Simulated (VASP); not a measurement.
# Co (P6_3/mmc) in VASP: a series of runs, part 2 of 2

VASP 6.6.1.

## (4) Single point, PBE exchange alone, collinear spin, ferromagnetic start

The input, INCAR:

```
PREC     = Accurate       # precision mode
ENCUT    = 520            # plane-wave cutoff, eV
EDIFF    = 1E-6           # SCF threshold, eV
ISMEAR   = -1             # smearing method
SIGMA    = 0.05           # smearing width, eV
LREAL    = F              # projectors in reciprocal space
LASPH    = T              # aspherical terms in the spheres
NELM     = 150            # most SCF steps
ALGO     = Normal         # electronic algorithm
ISIF     = 2              # what is computed and relaxed
LWAVE    = F              # write WAVECAR
LCHARG   = F              # write CHGCAR
ISPIN    = 2              # spin polarisation
MAGMOM   = 2 2            # initial moments
LORBIT   = 11             # projections on sites
LMAXMIX  = 4              # l up to which the mixer works
GGA      = PE             # functional
ALDAC    = 0.0          
AGGAC    = 0.0          
NBANDS   = 20             # bands
```

The input, KPOINTS:

```
regular mesh
0
Gamma
  12 12 7
```

The input, POSCAR:

```
Co
1.0
    2.5045299482      0.0000000000      0.0000000000
   -1.2522649741      2.1689865596      0.0000000000
    0.0000000000      0.0000000000      4.0740599388
Co
2
Direct
    0.6666666667      0.3333333333      0.7500000000
    0.3333333333      0.6666666667      0.2500000000
```

Potentials or basis: VASP PAW PBE potentials, release 64 (Co).

On the command line:

```console
$ cat potpaw_PBE.64/Co/POTCAR > POTCAR
$ mpirun -np 1 vasp_std > vasp.out
```

OUTCAR:

```text
PREC = Accurate
   ENCUT = 520
   EDIFF = 1E-6
   ISMEAR = -1
   LREAL = F
   LASPH = T
   NELM = 150
   ISIF = 2
   ISPIN = 2
   LORBIT = 11
   GGA = PE

 ion  position               nearest neighbor table
   1  0.667  0.333  0.750-   2 2.50   2 2.50   2 2.50   2 2.50   2 2.50   2 2.50
   2  0.333  0.667  0.250-   1 2.50   1 2.50   1 2.50   1 2.50   1 2.50   1 2.50

  LATTYP: Found a hexagonal cell.
 ALAT       =     2.5045299482
 C/A-ratio  =     1.6266764715

  Lattice vectors:

 A1 = (   2.5045299482,   0.0000000000,   0.0000000000)
 A2 = (  -1.2522649741,   2.1689865596,   0.0000000000)
 A3 = (   0.0000000000,   0.0000000000,   4.0740599388)

Analysis of symmetry for initial positions (statically):
=====================================================================
 Subroutine PRICEL returns:
 Original cell was already a primitive cell.

 Routine SETGRP: Setting up the symmetry group for a
 hexagonal supercell.

 Subroutine GETGRP returns: Found 24 space group operations
 (whereof 12 operations were pure point group operations)
 out of a pool of 24 trial point group operations.

The static configuration has the point symmetry D_3d.
 The point group associated with its full space group is D_6h.

Analysis of symmetry for dynamics (positions and initial velocities):
=====================================================================
 Subroutine PRICEL returns:
 Original cell was already a primitive cell.

 Routine SETGRP: Setting up the symmetry group for a
 hexagonal supercell.

 Subroutine GETGRP returns: Found 24 space group operations
 (whereof 12 operations were pure point group operations)
 out of a pool of 24 trial point group operations.

The dynamic configuration has the point symmetry D_3d.
 The point group associated with its full space group is D_6h.

Analysis of structural, dynamic, and magnetic symmetry:
=====================================================================
 Subroutine PRICEL returns:
 Original cell was already a primitive cell.

 Routine SETGRP: Setting up the symmetry group for a
 hexagonal supercell.

 Subroutine GETGRP returns: Found 24 space group operations
 (whereof 12 operations were pure point group operations)
 out of a pool of 24 trial point group operations.

The overall configuration has the point symmetry D_3d.
 The point group associated with its full space group is D_6h.

 Subroutine INISYM returns: Found 24 space group operations
 (whereof 12 operations are pure point group operations),
 and found     1 'primitive' translations

----------------------------------------------------------------------------------------

                                     Primitive cell

  volume of cell :      22.1315

  direct lattice vectors                    reciprocal lattice vectors
     2.504529948  0.000000000  0.000000000     0.399276519  0.230522406  0.000000000
    -1.252264974  2.168986560  0.000000000     0.000000000  0.461044812  0.000000000
     0.000000000  0.000000000  4.074059939     0.000000000  0.000000000  0.245455397

  length of vectors
     2.504529948  2.504529948  4.074059939     0.461044812  0.461044812  0.245455397

  position of ions in fractional coordinates (direct lattice)
     0.666666667  0.333333333  0.750000000
     0.333333333  0.666666667  0.250000000

  ion indices of the primitive-cell ions
[... 56 lines left out ...]
 [... further k-points ...]
   k-points           NKPTS =     76   k-points in BZ     NKDIM =     76   number of bands    NBANDS=     20
   number of dos      NEDOS =    301   number of ions     NIONS =      2
   total plane-waves  NPLWV =  12000
   dimension x,y,z NGX =    20 NGY =   20 NGZ =   30
   dimension x,y,z NGXF=    40 NGYF=   40 NGZF=   60
   ions per type =               2
   NGX,Y,Z   is equivalent  to a cutoff of  13.28, 13.28, 12.24 a.u.
   NGXF,Y,Z  is equivalent  to a cutoff of  26.55, 26.55, 24.48 a.u.
 SYSTEM =  unknown system
   PREC   = accura    normal or accurate (medium, high low for compatibility)
   ISTART =      0    job   : 0-new  1-cont  2-samecut
   ICHARG =      2    charge: 1-file 2-atom 10-const
   ISPIN  =      2    spin polarized calculation?
   LNONCOLLINEAR =      F non collinear calculations
   LSORBIT =      F    spin-orbit coupling
   LASPH  =      T    aspherical Exc in radial PAW
   ENCUT  =  520.0 eV  38.22 Ry    6.18 a.u.   4.66  4.66  7.58*2*pi/ulx,y,z
   NELM   =    150;   NELMIN=  2; NELMDL= -5     # of ELM steps
   EDIFF  = 0.1E-05   stopping-criterion for ELM
   LREAL  =      F    real-space projection
[... 7 lines left out ...]
   TEBEG  =    0.0;   TEEND  =   0.0 temperature during run
   PSTRESS=    0.0 pullay stress
   NELECT =      18.0000    total number of electrons
   NUPDOWN=      -1.0000    fix difference up-down
   EMIN   =  10.00;   EMAX   =-10.00  energy-range for DOS
   EFERMI =   0.00;   METHOD = LEGACY
   ISMEAR =    -1;   SIGMA  =   0.05  broadening in eV -4-tet -1-fermi 0-gaus
   EFERMI_NEDOS =   21; number of points for ismear=-14 and -15
   IALGO  =     38    algorithm
   IMIX   =      4    mixing-type and parameters
     AMIX     =   0.40;   BMIX     =  1.00
     AMIX_MAG =   1.60;   BMIX_MAG =  1.00
  volume/ion in A,a.u.               =      11.07        74.68
  Fermi-wavevector in a.u.,A,eV,Ry     =   1.528137  2.887759 31.772343  2.335201
  Thomas-Fermi vector in A             =   2.635937
   LORBIT       =     11    0 simple, 1 ext, 2 COOP (PROOUT), +10 PAW based schemes
   GGA     = PE    functional components
   LHFCALC =     F    Hartree Fock is set to
   AEXX    =    0.0000 exact exchange contribution
   IVDW    =     0    specifies the selected vdW correction
   LEPSILON=     F    determine dielectric tensor
   LRPA    =     F    only Hartree local field effects (RPA)
 spin polarized calculation
  energy-cutoff  :      520.00
  volume of cell :       22.13
 maximum number of plane-waves:       615
 NGX is ok and might be reduce to    20
   NGX =  9   NGY =  9   NGZ = 15

 number of electron      18.0000003 magnetization       3.3432276

 Free energy of the ion-electron system (eV)
  ---------------------------------------------------
  ext. energy  EPLUGINS =         0.00000000
  ---------------------------------------------------
  free energy    TOTEN  =       -10.28902505 eV

  energy without entropy =      -10.27464317  energy(sigma->0) =      -10.28183411

 E-fermi :  11.8001     XC(G=0): -11.5165

 val. band max:       11.7869905746   @ k =   0.2500   0.2500   0.4286
 cond. band min:      11.8106822030   @ k =   0.2500   0.0833   0.4286
 fundamental gap:      0.0236916284
 Fermi energy:        11.8000598597

 spin component 1

 k-point     1 :       0.0000    0.0000    0.0000
  band No.  band energies     occupation
      1       3.0304      1.00000
      2       6.6090      1.00000
      3       8.9682      1.00000
      4       9.0232      1.00000
      5       9.0232      1.00000
      6       9.3128      1.00000
[... 541 lines left out ...]
     19      34.8941      0.00000
     20      36.1262      0.00000

 [... further k-points ...]

 spin component 2

 k-point     1 :       0.0000    0.0000    0.0000
  band No.  band energies     occupation
      1       2.9637      1.00000
      2       7.6743      1.00000
      3      10.8388      1.00000
      4      10.9103      1.00000
      5      10.9103      1.00000
      6      11.2613      0.99998
[... 541 lines left out ...]
     19      34.7830      0.00000
     20      36.4757      0.00000

 [... further k-points ...]
[... 5 lines left out ...]
  --------------------------------------------------------------------------------------
  -------------------------------------------------------------------------------------
  Total        3.2042145      3.2042145      2.8895241     -0.0000000      0.0000000     -0.0000000
  in kB      231.9645739    231.9645739    209.1830027     -0.0000000      0.0000000     -0.0000000
  external PRESSURE =     224.3707168 kB  Pullay stress =       0.0000000 kB

 VOLUME and BASIS-vectors are now :
 -----------------------------------------------------------------------------
  energy-cutoff  :      520.00
  volume of cell :       22.13
      direct lattice vectors                 reciprocal lattice vectors
     2.504529948  0.000000000  0.000000000     0.399276519  0.230522406  0.000000000
    -1.252264974  2.168986560  0.000000000     0.000000000  0.461044812  0.000000000
     0.000000000  0.000000000  4.074059939     0.000000000  0.000000000  0.245455397

 POSITION                                       TOTAL-FORCE (eV/Angst)
 -----------------------------------------------------------------------------------
      1.25226      0.72300      3.05554         0.000000     -0.000000      0.000000
     -0.00000      1.44599      1.01851        -0.000000      0.000000      0.000000
 -----------------------------------------------------------------------------------
    total drift:                               -0.000000      0.000000     -0.000000

  FREE ENERGIE OF THE ION-ELECTRON SYSTEM (eV)
  ---------------------------------------------------
  free  energy   TOTEN  =       -10.2890250504 eV

  energy  without entropy=      -10.2746431716  energy(sigma->0) =      -10.28183411

 total charge

# of ion       s       p       d       tot
------------------------------------------
    1        0.482   0.498   7.275   8.255
    2        0.482   0.498   7.275   8.255
--------------------------------------------------
tot          0.964   0.996  14.549  16.510

 magnetization (x)

# of ion       s       p       d       tot
------------------------------------------
    1       -0.016  -0.062   1.781   1.703
    2       -0.016  -0.062   1.781   1.703
--------------------------------------------------
tot         -0.032  -0.123   3.561   3.406
```

Run time: 28 s. Hardware: 1 thread of Intel Xeon 6975P-C (Granite Rapids), shared host; peak memory 0.17 GiB.

Results:

* Free energy: -10.2890 eV
* Pressure: 22.4 GPa
* Net moment: 3.34 μB per cell
* Site moments: Co +1.70 μB
* Valence electrons inside the program's atomic spheres: Co 8.26

Stress tensor (GPa, compression positive):
```
23.20  0.00  0.00
 0.00 23.20  0.00
 0.00  0.00 20.92
```

Levels at points of the mesh, in eV from the Fermi level:
Spin up:
| k point | band 7 | band 8 | band 9 | band 10 | band 11 | band 12 | band 13 | band 14 | band 15 | band 16 |
| --- | --- | --- | --- | --- | --- | --- | --- | --- | --- | --- |
| (0.00, 0.00, 0.00) | -2.49 | -2.14 | -2.14 | -1.09 | -1.09 | -0.02 | 5.96 | 22.11 | 24.16 | 24.16 |
| (0.50, 0.00, 0.00) | -2.39 | -0.94 | -0.89 | -0.80 | 1.20 | 3.14 | 9.49 | 10.03 | 12.66 | 13.56 |
Spin down:
| k point | band 4 | band 5 | band 6 | band 7 | band 8 | band 9 | band 10 | band 11 |
| --- | --- | --- | --- | --- | --- | --- | --- | --- |
| (0.00, 0.00, 0.00) | -0.89 | -0.89 | -0.54 | -0.54 | -0.18 | -0.10 | -0.10 | 1.08 |
| (0.50, 0.00, 0.00) | -1.77 | -1.03 | -0.99 | -0.59 | 1.23 | 1.32 | 1.39 | 2.54 |

Caveat: the cell stands under pressure.

## (5) Summary

| level | gap on the mesh (eV) | pressure (GPa) | moment (μB) |
| --- | --- | --- | --- |
| RPBE+D4 | none | -9.8 | 3.30 |
| BLYP+D4 | none | -6.8 | 3.20 |
| PBE exchange alone | none | 22.4 | 3.34 |

Alike in all rows: task single point; potentials or basis VASP PAW PBE potentials, release 64 (Co); spin collinear, ferromagnetic start; cell as given; k mesh 12 × 12 × 7; cutoff (eV) 520; smearing fermi-dirac 0.05 eV.

The pressure there spans -9.8 GPa (RPBE+D4) to 22.4 GPa (PBE exchange alone); a positive pressure means that this level wants a larger cell, a negative one a smaller.

Caveats: the cell stands under tension (at least some runs); the PAW data sets were made with another functional, which shifts forces and pressure a little (at least some runs); the cell stands under pressure (at least some runs).

Total energies depend on the potentials used, so only differences within one code and one set of settings carry meaning.

The gap in the log of VASP goes by the Fermi energy; the results here count the filled bands.